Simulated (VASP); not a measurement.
# Ag in VASP: notebook

The runs below take Ag through single point, with PBE+D3(BJ).

All numbers are computed with VASP 6.6.1; they aren't measurements. Logs are shortened: lines on timing, memory, paths and dates and some standing lists are left out, and cuts for length are marked.

## (1) The cell of the first run

The cell holds a slab with vacuum, 3 atoms: a = 2.889 Å, b = 2.889 Å, c = 14.085 Å, α = 90.00°, β = 90.00°, γ = 90.00°.

## (2) Single point, PBE+D3(BJ)

The input, INCAR:

```
PREC = Accurate
ENCUT = 400
EDIFF = 1E-6
ISMEAR = 1
SIGMA = 0.1
LREAL = F
LASPH = T
NELM = 120
ALGO = Normal
ISIF = 2
LWAVE = F
LCHARG = T
LDIPOL = T
IDIPOL = 3
DIPOL = 0.5 0.5 0.500
GGA = PE
IVDW = 12
LELF = T
LVHAR = T
LVACPOTAV = T
NBANDS = 24
GGA_COMPAT = F
NELMDL = -8
```

The input, KPOINTS:

```
Automatic mesh
0
Gamma
  7 7 1
```

The input, POSCAR:

```
Ag
1.0
    2.8888847545      0.0000000000      0.0000000000
    0.0000000000      2.8888847545      0.0000000000
    0.0000000000      0.0000000000     14.0855000000
Ag
3
Direct
    0.0000000000      0.0000000000      0.3549749743
    0.5000000000      0.5000000000      0.5000000000
    0.0000000000      0.0000000000      0.6450250257
```

Potentials or basis: VASP PAW PBE potentials, release 64 (Ag).

Launch:

```console
> cat potpaw_PBE.64/Ag/POTCAR > POTCAR
> mpirun -np 1 vasp_std > vasp.out
```

OUTCAR:

```text
PREC = Accurate
   ENCUT = 400
   EDIFF = 1E-6
   ISMEAR = 1
   LREAL = F
   LASPH = T
   NELM = 120
   ISIF = 2
   GGA = PE
   IVDW = 12
   NELMDL = -8
 IVDW          = 12

 ion  position               nearest neighbor table
   1  0.000  0.000  0.355-   2 2.89   2 2.89   2 2.89   2 2.89
   2  0.500  0.500  0.500-   1 2.89   3 2.89   1 2.89   3 2.89   1 2.89   3 2.89   1 2.89   3 2.89

   3  0.000  0.000  0.645-   2 2.89   2 2.89   2 2.89   2 2.89

  LATTYP: Found a simple tetragonal cell.
 ALAT       =     2.8888847545
 C/A-ratio  =     4.8757569779

  Lattice vectors:

 A1 = (   2.8888847545,   0.0000000000,   0.0000000000)
 A2 = (   0.0000000000,   2.8888847545,   0.0000000000)
 A3 = (   0.0000000000,   0.0000000000,  14.0855000000)

Analysis of symmetry for initial positions (statically):
=====================================================================
 Subroutine PRICEL returns:
 Original cell was already a primitive cell.

 Routine SETGRP: Setting up the symmetry group for a
 simple tetragonal supercell.

 Subroutine GETGRP returns: Found 16 space group operations
 (whereof 16 operations were pure point group operations)
 out of a pool of 16 trial point group operations.

The static configuration has the point symmetry D_4h.

Analysis of symmetry for dynamics (positions and initial velocities):
=====================================================================
 Subroutine PRICEL returns:
 Original cell was already a primitive cell.

 Routine SETGRP: Setting up the symmetry group for a
 simple tetragonal supercell.

 Subroutine GETGRP returns: Found 16 space group operations
 (whereof 16 operations were pure point group operations)
 out of a pool of 16 trial point group operations.

The dynamic configuration has the point symmetry D_4h.

 Subroutine INISYM returns: Found 16 space group operations
 (whereof 16 operations are pure point group operations),
 and found     1 'primitive' translations

----------------------------------------------------------------------------------------

                                     Primitive cell

  volume of cell :     117.5527
[... 71 lines left out ...]
   LNONCOLLINEAR =      F non collinear calculations
   LSORBIT =      F    spin-orbit coupling
   LASPH  =      T    aspherical Exc in radial PAW
   ENCUT  =  400.0 eV  29.40 Ry    5.42 a.u.   4.71  4.71 22.97*2*pi/ulx,y,z
   NELM   =    120;   NELMIN=  2; NELMDL= -8     # of ELM steps
   EDIFF  = 0.1E-05   stopping-criterion for ELM
   LREAL  =      F    real-space projection
   EDIFFG = 0.1E-04   stopping-criterion for IOM
   NSW    =      0    number of steps for IOM
   IBRION =     -1    ionic relax: 0-MD 1-quasi-New 2-CG
   NFREE  =      0    steps in history (QN), initial steepest desc. (CG)
   ISIF   =      2    stress and relaxation
   ISYM   =      2    0-nonsym 1-usesym 2-fastsym
   POTIM  = 0.5000    time-step for ionic-motion
   TEBEG  =    0.0;   TEEND  =   0.0 temperature during run
   PSTRESS=    0.0 pullay stress
   NELECT =      33.0000    total number of electrons
   NUPDOWN=      -1.0000    fix difference up-down
   EMIN   =  10.00;   EMAX   =-10.00  energy-range for DOS
   EFERMI =   0.00;   METHOD = LEGACY
   ISMEAR =     1;   SIGMA  =   0.10  broadening in eV -4-tet -1-fermi 0-gaus
   EFERMI_NEDOS =   21; number of points for ismear=-14 and -15
   IALGO  =     38    algorithm
   IMIX   =      4    mixing-type and parameters
     AMIX     =   0.40;   BMIX     =  1.00
     AMIX_MAG =   1.60;   BMIX_MAG =  1.00
  volume/ion in A,a.u.               =      39.18       264.43
  Fermi-wavevector in a.u.,A,eV,Ry     =   1.071935  2.025664 15.633711  1.149045
  Thomas-Fermi vector in A             =   2.207690
   LORBIT       =      0    0 simple, 1 ext, 2 COOP (PROOUT), +10 PAW based schemes
   GGA     = PE    functional components
   LHFCALC =     F    Hartree Fock is set to
   AEXX    =    0.0000 exact exchange contribution
   IVDW    =    12    specifies the selected vdW correction
   LEPSILON=     F    determine dielectric tensor
   LRPA    =     F    only Hartree local field effects (RPA)
 non-spin polarized calculation
 Methfessel and Paxton  Order N= 1 SIGMA  =   0.10
  energy-cutoff  :      400.00
  volume of cell :      117.55
 maximum number of plane-waves:      2169
 NGX is ok and might be reduce to    20
   NGX =  9   NGY =  9   NGZ = 45

 number of electron      32.9999991 magnetization

 dipolmoment           0.000000      0.000000      0.000000 electrons x Angstroem

 Free energy of the ion-electron system (eV)
  ---------------------------------------------------
  ext. energy  EPLUGINS =         0.00000000
  ---------------------------------------------------
  free energy    TOTEN  =        -7.24258607 eV

  energy without entropy =       -7.23718004  energy(sigma->0) =       -7.24078406

 E-fermi :   1.1255     XC(G=0):  -6.5412

 val. band max:        1.1190649889   @ k =   0.4286   0.2857   0.0000
 cond. band min:       1.1273577546   @ k =   0.2857   0.2857   0.0000
 fundamental gap:      0.0082927657
 Fermi energy:         1.1255245123

 k-point     1 :       0.0000    0.0000    0.0000
  band No.  band energies     occupation
      1      -5.6778      2.00000
      2      -4.7510      2.00000
      3      -4.7492      2.00000
      4      -4.2429      2.00000
      5      -4.0622      2.00000
      6      -3.6401      2.00000
[... 259 lines left out ...]
     23       9.7443      0.00000
     24      10.1126      0.00000

------------------------ aborting loop because EDIFF is reached ----------------------------------------

 Edisp (eV)   -1.13852

 E8    (eV) :    -0.5204

  FORCE on cell =-STRESS in cart. coord.  units (eV):
  Direction    XX          YY          ZZ          XY          YZ          ZX
  --------------------------------------------------------------------------------------
  -------------------------------------------------------------------------------------
  Total      -1.58413    -1.58413    -0.36498     0.00000     0.00000    -0.00000
  in kB     -21.59076   -21.59076    -4.97448     0.00000     0.00000    -0.00000
  external pressure =      -16.05 kB  Pullay stress =        0.00 kB

 VOLUME and BASIS-vectors are now :
 -----------------------------------------------------------------------------
  energy-cutoff  :      400.00
  volume of cell :      117.55
      direct lattice vectors                 reciprocal lattice vectors
     2.888884754  0.000000000  0.000000000     0.346154342  0.000000000  0.000000000
     0.000000000  2.888884754  0.000000000     0.000000000  0.346154342  0.000000000
     0.000000000  0.000000000 14.085500000     0.000000000  0.000000000  0.070994995

 POSITION                                       TOTAL-FORCE (eV/Angst)
 -----------------------------------------------------------------------------------
      0.00000      0.00000      5.00000         0.000000      0.000000      0.038825
      1.44444      1.44444      7.04275         0.000000      0.000000      0.000000
      0.00000      0.00000      9.08550        -0.000000     -0.000000     -0.038825
 -----------------------------------------------------------------------------------
    total drift:                               -0.000000      0.000000      0.000000

  FREE ENERGIE OF THE ION-ELECTRON SYSTEM (eV)
  ---------------------------------------------------
  free  energy   TOTEN  =        -8.3811106286 eV

  energy  without entropy=       -8.3757045956  energy(sigma->0) =       -8.37930862

 vacuum level on the upper side and lower side of the slab         5.584         5.584
```

OSZICAR:

```text
N       E                     dE             d eps       ncg     rms          rms(c)
DAV:   1     0.166512780003E+03    0.16651E+03   -0.13188E+04   488   0.963E+02
DAV:   2    -0.456393426539E+01   -0.17108E+03   -0.16016E+03   536   0.235E+02
DAV:   3    -0.783366058109E+01   -0.32697E+01   -0.32513E+01   560   0.364E+01
[... 12 lines left out ...]
DAV:  16    -0.724255687985E+01    0.22090E-05   -0.20349E-05   496   0.356E-02    0.484E-03
DAV:  17    -0.724257016495E+01   -0.13285E-04   -0.50145E-06   384   0.212E-02    0.310E-03
DAV:  18    -0.724258410117E+01   -0.13936E-04   -0.29224E-06   328   0.623E-03    0.728E-04
DAV:  19    -0.724258576555E+01   -0.16644E-05   -0.38095E-07   336   0.158E-03    0.463E-04
DAV:  20    -0.724258607095E+01   -0.30540E-06   -0.10817E-07   320   0.132E-03
   1 F= -.83811106E+01 E0= -.83793086E+01  d E =-.540603E-02
```

Run time: 24 s. Hardware: 1 thread of Intel Xeon Platinum 8488C (Sapphire Rapids), shared host; peak memory 0.19 GiB.

What came out:

- Free energy: -8.3811 eV
- Largest force: 0.039 eV/Å
- Band gap on the k mesh: zero (an odd number of electrons rules out a gap without spin polarisation)
- Dispersion energy per atom: -0.380 eV

Forces in eV/Å, atoms in the order of the input:
```
Ag   0.000  0.000  0.039
Ag   0.000  0.000  0.000
Ag   0.000  0.000 -0.039
```

Caveat: three body term missing.

## (3) Single point, PBE+D3(BJ)

This run uses another cell than the first one.

The input, INCAR:

```
ALGO = Normal
DIPOL = 0.5 0.5 0.500
EDIFF = 1E-6
ENCUT = 400
GGA = PE
GGA_COMPAT = False
IDIPOL = 3
ISIF = 2
ISMEAR = 1
IVDW = 12
LASPH = True
LCHARG = True
LDIPOL = True
LELF = True
LREAL = False
LVACPOTAV = True
LVHAR = True
LWAVE = False
NBANDS = 24
NELM = 120
NELMDL = -8
PREC = Accurate
SIGMA = 0.1
```

The input, KPOINTS:

```
k-points
0
Gamma
  7 7 1
```

The input, POSCAR:

```
Ag
1.0
    2.8888847545      0.0000000000      0.0000000000
    0.0000000000      2.8888847545      0.0000000000
    0.0000000000      0.0000000000     17.0855000000
Ag
3
Direct
    0.0000000000      0.0000000000      0.3804395540
    0.5000000000      0.5000000000      0.5000000000
    0.0000000000      0.0000000000      0.6195604460
```

Potentials or basis: VASP PAW PBE potentials, release 64 (Ag).

Launch:

```console
> cat potpaw_PBE.64/Ag/POTCAR > POTCAR
> mpirun -np 1 vasp_std > vasp.out
```

Wall time 38 s (1 thread of Intel Xeon Platinum 8488C (Sapphire Rapids), shared host); peak memory 0.2 GiB.

It converged, with:

```yaml
Free_energy: -8.3750 eV
Largest_force: 0.042 eV/Å
Band_gap_on_the_k_mesh: zero (an odd number of electrons rules out a gap without spin polarisation)
Dispersion_energy_per_atom: -0.377 eV
```

Forces on the atoms (eV/Å):
```
Ag   0.000  0.000  0.042
Ag   0.000  0.000  0.000
Ag   0.000  0.000 -0.042
```

Levels at points of the mesh, in eV from the Fermi level:
| k point | band 13 | band 14 | band 15 | band 16 | band 17 | band 18 | band 19 | band 20 | band 21 | band 22 |
| --- | --- | --- | --- | --- | --- | --- | --- | --- | --- | --- |
| (0.00, 0.00, 0.00) | -3.36 | -2.99 | -2.83 | -2.81 | -2.81 | -0.58 | 1.45 | 4.07 | 5.02 | 6.03 |

Caveat: three body term missing.

## (4) Single point, PBE+D3(BJ)

This run uses another cell than the first one.

The input, INCAR:

```
SYSTEM = Ag
PREC = Accurate
ENCUT = 400
EDIFF = 1E-6
ISMEAR = 1
SIGMA = 0.1
LREAL = .False.
LASPH = .True.
NELM = 120
ALGO = Normal
ISIF = 2
LWAVE = .False.
LCHARG = .True.
LDIPOL = .True.
IDIPOL = 3
DIPOL = 0.5 0.5 0.500
GGA = PE
IVDW = 12
LELF = .True.
LVHAR = .True.
LVACPOTAV = .True.
NBANDS = 24
GGA_COMPAT = .False.
NELMDL = -8
```

The input, KPOINTS:

```
Automatic mesh
0
Gamma
  7 7 1
  0 0 0
```

The input, POSCAR:

```
Ag
1.0
    2.8888847545      0.0000000000      0.0000000000
    0.0000000000      2.8888847545      0.0000000000
    0.0000000000      0.0000000000     20.0855000000
Ag
3
Direct
    0.0000000000      0.0000000000      0.3982972791
    0.5000000000      0.5000000000      0.5000000000
    0.0000000000      0.0000000000      0.6017027209
```

Launch:

```console
> cat potpaw_PBE.64/Ag/POTCAR > POTCAR
> mpirun -np 1 vasp_std > vasp.out
```

Wall time 47 s (1 thread of Intel Xeon Platinum 8488C (Sapphire Rapids), shared host); peak memory 0.22 GiB.

It converged, with:

```yaml
Free_energy: -8.3733 eV
Largest_force: 0.041 eV/Å
Band_gap_on_the_k_mesh: zero (an odd number of electrons rules out a gap without spin polarisation)
Dispersion_energy_per_atom: -0.377 eV
```

Forces on the atoms (eV/Å):
```
Ag   0.000  0.000  0.041
Ag   0.000  0.000  0.000
Ag   0.000  0.000 -0.041
```

Levels at points of the mesh, in eV from the Fermi level:
| k point | band 13 | band 14 | band 15 | band 16 | band 17 | band 18 | band 19 | band 20 | band 21 | band 22 |
| --- | --- | --- | --- | --- | --- | --- | --- | --- | --- | --- |
| (0.00, 0.00, 0.00) | -3.36 | -2.99 | -2.83 | -2.81 | -2.81 | -0.58 | 1.45 | 4.14 | 4.68 | 5.31 |

Caveat: three body term missing.

## (5) Overview

| cell | gap on the mesh (eV) | largest force (eV/Å) |
| --- | --- | --- |
| a = 2.889, b = 2.889, c = 14.085 Å, 3 atoms | none | 0.04 |
| a = 2.889, b = 2.889, c = 17.085 Å, 3 atoms | none | 0.04 |
| a = 2.889, b = 2.889, c = 20.085 Å, 3 atoms | none | 0.04 |

Alike in all rows: task single point; level PBE+D3(BJ); potentials or basis VASP PAW PBE potentials, release 64 (Ag); no spin polarisation; k mesh 7 × 7 × 1; cutoff (eV) 400; smearing methfessel-paxton 0.1 eV.

Caveats: three body term missing.

Total energies depend on the potentials used, so only differences within one code and one set of settings carry meaning.
